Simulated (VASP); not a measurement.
# Mn (P6_3/mmc) in VASP: notebook

Runs on Mn. Level: PBEsol. Tasks: single point.

Everything below comes from runs of VASP 6.6.1. Logs are shortened: lines on timing, memory, paths and dates and some standing lists are left out, and cuts for length are marked.

## Step 1: The cell of the first run

Symmetry: P6_3/mmc, No. 194, hexagonal system. The conventional cell has a = 2.455 Å, b = 2.455 Å, c = 7.918 Å, α = 90.00°, β = 90.00°, γ = 120.00°. Mn (site symmetry -3m) has 12 Mn at 2.43 to 2.46 Å within 3.2 Å. Within 3.2 Å of Mn (site symmetry -6m2) lie 12 Mn at 2.43 to 2.46 Å.

## Step 2: Single point, PBEsol

INCAR reads:

```
SYSTEM = Mn
PREC     = Accurate       ! precision mode
ENCUT    = 520            ! plane-wave cutoff, eV
EDIFF    = 1E-6           ! SCF threshold, eV
ISMEAR   = -1             ! smearing method
SIGMA    = 0.1            ! smearing width, eV
LREAL    = .FALSE.        ! projectors in reciprocal space
LASPH    = .TRUE.         ! aspherical terms in the spheres
NELM     = 80             ! most SCF steps
ALGO     = Normal         ! electronic algorithm
ISIF     = 2              ! what is computed and relaxed
LWAVE    = .FALSE.        ! write WAVECAR
LCHARG   = .TRUE.         ! write CHGCAR
GGA      = PS             ! functional
LELF     = .TRUE.         ! ELF
LVHAR    = .TRUE.       
NBANDS   = 34             ! bands
```

KPOINTS reads:

```
regular mesh
0
G
  14 14 4
  0 0 0
```

POSCAR reads:

```
Mn
1.0
    2.4550457766      0.0000000000      0.0000000000
   -1.2275228883      2.1261320100      0.0000000000
    0.0000000000      0.0000000000      7.9176401885
Mn
4
Direct
    1.0000000000      0.0000000000      1.0000000000
    1.0000000000      0.0000000000      0.5000000000
    0.3333333333      0.6666666667      0.2500000000
    0.6666666667      0.3333333333      0.7500000000
```

Potentials or basis: VASP PAW PBE potentials, release 64 (Mn_pv).

On the command line:

```console
$ cat potpaw_PBE.64/Mn_pv/POTCAR > POTCAR
$ mpirun -np 1 vasp_std > vasp.out
```

OUTCAR:

```text
SYSTEM = Mn
   PREC = Accurate
   ENCUT = 520
   EDIFF = 1E-6
   ISMEAR = -1
   LREAL = .FALSE.
   LASPH = .TRUE.
   NELM = 80
   ISIF = 2
   GGA = PS

 ion  position               nearest neighbor table
   1  0.000  0.000  0.000-   3 2.43   4 2.43   4 2.43   3 2.43   4 2.43   3 2.43
   2  0.000  0.000  0.500-   3 2.43   4 2.43   4 2.43   3 2.43   4 2.43   3 2.43
   3  0.333  0.667  0.250-   1 2.43   2 2.43   1 2.43   2 2.43   1 2.43   2 2.43
   4  0.667  0.333  0.750-   1 2.43   2 2.43   1 2.43   2 2.43   1 2.43   2 2.43

  LATTYP: Found a hexagonal cell.
 ALAT       =     2.4550457766
 C/A-ratio  =     3.2250478846

  Lattice vectors:

 A1 = (   2.4550457766,   0.0000000000,   0.0000000000)
 A2 = (  -1.2275228883,   2.1261320100,   0.0000000000)
 A3 = (   0.0000000000,   0.0000000000,   7.9176401885)

Analysis of symmetry for initial positions (statically):
=====================================================================
 Subroutine PRICEL returns:
 Original cell was already a primitive cell.

 Routine SETGRP: Setting up the symmetry group for a
 hexagonal supercell.

 Subroutine GETGRP returns: Found 24 space group operations
 (whereof 12 operations were pure point group operations)
 out of a pool of 24 trial point group operations.

The static configuration has the point symmetry D_3d.
 The point group associated with its full space group is D_6h.

Analysis of symmetry for dynamics (positions and initial velocities):
=====================================================================
 Subroutine PRICEL returns:
 Original cell was already a primitive cell.

 Routine SETGRP: Setting up the symmetry group for a
 hexagonal supercell.

 Subroutine GETGRP returns: Found 24 space group operations
 (whereof 12 operations were pure point group operations)
 out of a pool of 24 trial point group operations.

The dynamic configuration has the point symmetry D_3d.
 The point group associated with its full space group is D_6h.

 Subroutine INISYM returns: Found 24 space group operations
 (whereof 12 operations are pure point group operations),
 and found     1 'primitive' translations

----------------------------------------------------------------------------------------

                                     Primitive cell

  volume of cell :      41.3281

  direct lattice vectors                    reciprocal lattice vectors
     2.455045777  0.000000000  0.000000000     0.407324380  0.235168841  0.000000000
    -1.227522888  2.126132010  0.000000000     0.000000000  0.470337681  0.000000000
     0.000000000  0.000000000  7.917640189     0.000000000  0.000000000  0.126300258

  length of vectors
     2.455045777  2.455045777  7.917640189     0.470337681  0.470337681  0.126300258

  position of ions in fractional coordinates (direct lattice)
     0.000000000  0.000000000  0.000000000
     0.000000000  0.000000000  0.500000000
     0.333333333  0.666666667  0.250000000
     0.666666667  0.333333333  0.750000000

  ion indices of the primitive-cell ions
   primitive index   ion index
                 1           1
                 2           2
                 3           3
                 4           4

----------------------------------------------------------------------------------------

 KPOINTS: regular mesh

Automatic generation of k-mesh.
 Grid dimensions read from file:
 generate k-points for:   14   14    4

 Generating k-lattice:

  Cartesian coordinates                     Fractional coordinates (reciprocal lattice)
     0.029094599  0.016797774  0.000000000     0.071428571 -0.000000000  0.000000000
     0.000000000  0.033595549  0.000000000     0.000000000  0.071428571  0.000000000
     0.000000000  0.000000000  0.031575065     0.000000000  0.000000000  0.250000000

  Length of vectors
     0.033595549  0.033595549  0.031575065

  Shift w.r.t. Gamma in fractional coordinates (k-lattice)
     0.000000000  0.000000000  0.000000000

 Subroutine IBZKPT returns following result:
 ===========================================

 Found     72 irreducible k-points:

 Following reciprocal coordinates:
            Coordinates               Weight
  0.000000  0.000000  0.000000      1.000000
  0.071429  0.000000  0.000000      6.000000
  0.142857  0.000000  0.000000      6.000000
  0.214286 -0.000000  0.000000      6.000000
  0.285714  0.000000  0.000000      6.000000
  0.357143 -0.000000  0.000000      6.000000
[... 16 lines left out ...]
  0.285714  0.285714  0.000000      6.000000
  0.357143  0.285714  0.000000      6.000000
 [... further k-points ...]
   k-points           NKPTS =     72   k-points in BZ     NKDIM =     72   number of bands    NBANDS=     34
   number of dos      NEDOS =    301   number of ions     NIONS =      4
   total plane-waves  NPLWV =  19440
   dimension x,y,z NGX =    18 NGY =   18 NGZ =   60
   dimension x,y,z NGXF=    36 NGYF=   36 NGZF=  120
   ions per type =               4
   NGX,Y,Z   is equivalent  to a cutoff of  12.19, 12.19, 12.60 a.u.
   NGXF,Y,Z  is equivalent  to a cutoff of  24.38, 24.38, 25.20 a.u.
 SYSTEM =  Mn
   PREC   = accura    normal or accurate (medium, high low for compatibility)
   ISTART =      0    job   : 0-new  1-cont  2-samecut
   ICHARG =      2    charge: 1-file 2-atom 10-const
   ISPIN  =      1    spin polarized calculation?
   LNONCOLLINEAR =      F non collinear calculations
   LSORBIT =      F    spin-orbit coupling
   LASPH  =      T    aspherical Exc in radial PAW
   ENCUT  =  520.0 eV  38.22 Ry    6.18 a.u.   4.56  4.56 14.72*2*pi/ulx,y,z
   NELM   =     80;   NELMIN=  2; NELMDL= -5     # of ELM steps
   EDIFF  = 0.1E-05   stopping-criterion for ELM
   LREAL  =      F    real-space projection
   EDIFFG = 0.1E-04   stopping-criterion for IOM
   NSW    =      0    number of steps for IOM
   IBRION =     -1    ionic relax: 0-MD 1-quasi-New 2-CG
   NFREE  =      0    steps in history (QN), initial steepest desc. (CG)
   ISIF   =      2    stress and relaxation
   ISYM   =      2    0-nonsym 1-usesym 2-fastsym
   POTIM  = 0.5000    time-step for ionic-motion
   TEBEG  =    0.0;   TEEND  =   0.0 temperature during run
   PSTRESS=    0.0 pullay stress
   NELECT =      52.0000    total number of electrons
   NUPDOWN=      -1.0000    fix difference up-down
   EMIN   =  10.00;   EMAX   =-10.00  energy-range for DOS
   EFERMI =   0.00;   METHOD = LEGACY
   ISMEAR =    -1;   SIGMA  =   0.10  broadening in eV -4-tet -1-fermi 0-gaus
   EFERMI_NEDOS =   21; number of points for ismear=-14 and -15
   IALGO  =     38    algorithm
   IMIX   =      4    mixing-type and parameters
     AMIX     =   0.40;   BMIX     =  1.00
     AMIX_MAG =   1.60;   BMIX_MAG =  1.00
  volume/ion in A,a.u.               =      10.33        69.72
  Fermi-wavevector in a.u.,A,eV,Ry     =   1.767370  3.339845 42.499102  3.123596
  Thomas-Fermi vector in A             =   2.834769
   LORBIT       =      0    0 simple, 1 ext, 2 COOP (PROOUT), +10 PAW based schemes
   GGA     = PS    functional components
   LHFCALC =     F    Hartree Fock is set to
   AEXX    =    0.0000 exact exchange contribution
   IVDW    =     0    specifies the selected vdW correction
   LEPSILON=     F    determine dielectric tensor
   LRPA    =     F    only Hartree local field effects (RPA)
 non-spin polarized calculation
  energy-cutoff  :      520.00
  volume of cell :       41.33
 maximum number of plane-waves:      1140
   NGX =  9   NGY =  9   NGZ = 29

 number of electron      52.0000036 magnetization

 Free energy of the ion-electron system (eV)
  ---------------------------------------------------
  ext. energy  EPLUGINS =         0.00000000
  ---------------------------------------------------
  free energy    TOTEN  =       -38.90952987 eV

  energy without entropy =      -38.74323715  energy(sigma->0) =      -38.82638351

 E-fermi :  10.8365     XC(G=0): -14.4297

 val. band max:       10.8362259356   @ k =   0.0714   0.0714   0.0000
 cond. band min:      10.8419243345   @ k =   0.3571   0.2143   0.2500
 fundamental gap:      0.0056983989
 Fermi energy:        10.8364526303

 k-point     1 :       0.0000    0.0000    0.0000
  band No.  band energies     occupation
      1     -37.4418      2.00000
      2     -37.0355      2.00000
      3     -36.9648      2.00000
      4     -36.6718      2.00000
      5     -36.6718      2.00000
      6     -36.6143      2.00000
[... 26 lines left out ...]
     33      12.0468      0.00001
     34      12.0468      0.00001

 k-point     2 :       0.0714    0.0000    0.0000
  band No.  band energies     occupation
      1     -37.4272      2.00000
      2     -37.0392      2.00000
      3     -36.9703      2.00000
      4     -36.7032      2.00000
      5     -36.6820      2.00000
      6     -36.6379      2.00000
[... 26 lines left out ...]
     33      12.0325      0.00001
     34      12.1147      0.00001

 k-point     3 :       0.1429    0.0000    0.0000
  band No.  band energies     occupation
      1     -37.3851      2.00000
      2     -37.0560      2.00000
      3     -36.9951      2.00000
      4     -36.7886      2.00000
      5     -36.7102      2.00000
      6     -36.6985      2.00000
[... 26 lines left out ...]
     33      12.1455      0.00000
     34      12.3244      0.00000

 k-point     4 :       0.2143   -0.0000    0.0000
  band No.  band energies     occupation
      1     -37.3216      2.00000
      2     -37.1001      2.00000
      3     -37.0609      2.00000
      4     -36.9056      2.00000
      5     -36.8258      2.00000
      6     -36.7628      2.00000
[... 26 lines left out ...]
     33      12.5691      0.00000
     34      12.6433      0.00000

 k-point     5 :       0.2857    0.0000    0.0000
  band No.  band energies     occupation
      1     -37.2606      2.00000
      2     -37.1693      2.00000
      3     -37.1609      2.00000
      4     -37.0302      2.00000
      5     -36.9728      2.00000
      6     -36.8067      2.00000
[... 621 lines left out ...]
 k-point    22 :       0.3571    0.2143    0.0000
  band No.  band energies     occupation
      1     -37.3024      2.00000
      2     -37.2979      2.00000
      3     -37.1787      2.00000
      4     -37.1540      2.00000
      5     -37.0588      2.00000
      6     -36.9988      2.00000
[... 26 lines left out ...]
     33      15.6940      0.00000
     34      16.8210      0.00000

 k-point    23 :       0.2857    0.2857    0.0000
  band No.  band energies     occupation
      1     -37.2607      2.00000
      2     -37.2579      2.00000
      3     -37.1870      2.00000
      4     -37.1060      2.00000
      5     -37.0908      2.00000
      6     -37.0681      2.00000
[... 26 lines left out ...]
     33      15.9023      0.00000
     34      17.1511      0.00000

 k-point    24 :       0.3571    0.2857    0.0000
  band No.  band energies     occupation
      1     -37.2500      2.00000
      2     -37.2344      2.00000
      3     -37.1593      2.00000
      4     -37.1409      2.00000
      5     -37.1363      2.00000
      6     -37.0513      2.00000
[... 26 lines left out ...]
     33      17.2080      0.00000
     34      17.8290      0.00000

 [... further k-points ...]

------------------------ aborting loop because EDIFF is reached ----------------------------------------

  FORCE on cell =-STRESS in cart. coord.  units (eV):
  Direction    XX          YY          ZZ          XY          YZ          ZX
  --------------------------------------------------------------------------------------
  -------------------------------------------------------------------------------------
  Total       -0.0068393     -0.0068393     -0.0427237      0.0000000      0.0000000      0.0000000
  in kB       -0.2651400     -0.2651400     -1.6562819      0.0000000      0.0000000      0.0000000
  external PRESSURE =      -0.7288540 kB  Pullay stress =       0.0000000 kB

 VOLUME and BASIS-vectors are now :
 -----------------------------------------------------------------------------
  energy-cutoff  :      520.00
  volume of cell :       41.33
      direct lattice vectors                 reciprocal lattice vectors
     2.455045777  0.000000000  0.000000000     0.407324380  0.235168841  0.000000000
    -1.227522888  2.126132010  0.000000000     0.000000000  0.470337681  0.000000000
     0.000000000  0.000000000  7.917640189     0.000000000  0.000000000  0.126300258

 POSITION                                       TOTAL-FORCE (eV/Angst)
 -----------------------------------------------------------------------------------
      0.00000      0.00000      0.00000         0.000000     -0.000000     -0.000000
      0.00000      0.00000      3.95882         0.000000     -0.000000     -0.000000
     -0.00000      1.41742      1.97941         0.000000     -0.000000      0.000000
      1.22752      0.70871      5.93823        -0.000000      0.000000     -0.000000
 -----------------------------------------------------------------------------------
    total drift:                                0.000000     -0.000000      0.000000

  FREE ENERGIE OF THE ION-ELECTRON SYSTEM (eV)
  ---------------------------------------------------
  free  energy   TOTEN  =       -38.9095298668 eV

  energy  without entropy=      -38.7432371547  energy(sigma->0) =      -38.82638351
```

Wall time 57 s (1 thread of Intel Xeon Platinum 8488C (Sapphire Rapids), shared host); peak memory 0.2 GiB.

Results:

```yaml
Free_energy: -38.9095 eV
Pressure: -0.1 GPa
Band_gap_on_the_k_mesh: zero (band 26 reaches 12.23 eV, above the bottom of band 27 at 10.00 eV)
```

Levels at points of the mesh, in eV from the Fermi level:
| k point | band 22 | band 23 | band 24 | band 25 | band 26 | band 27 | band 28 | band 29 | band 30 | band 31 |
| --- | --- | --- | --- | --- | --- | --- | --- | --- | --- | --- |
| (0.00, 0.00, 0.00) | -1.24 | -1.06 | -0.82 | -0.82 | -0.74 | -0.74 | 0.25 | 0.25 | 0.73 | 0.73 |
| (0.50, 0.00, 0.00) | -1.34 | -0.58 | 0.11 | 0.12 | 1.40 | 1.85 | 1.86 | 1.95 | 1.97 | 2.09 |
| (0.00, 0.00, 0.50) | -1.14 | -0.96 | -0.96 | -0.96 | -0.96 | -0.69 | -0.69 | 0.53 | 0.53 | 0.53 |
| (0.50, 0.00, 0.50) | -0.94 | -0.44 | -0.44 | 0.25 | 0.25 | 1.37 | 1.37 | 1.88 | 1.88 | 2.07 |

Caveat: the PAW data sets were made with another functional, which shifts forces and pressure a little; the run has no spin polarisation, though such a crystal can be magnetic. Spin polarisation is off, so any magnetic state and its effect on volume and gap are missing.

[end of part 1 of 2]
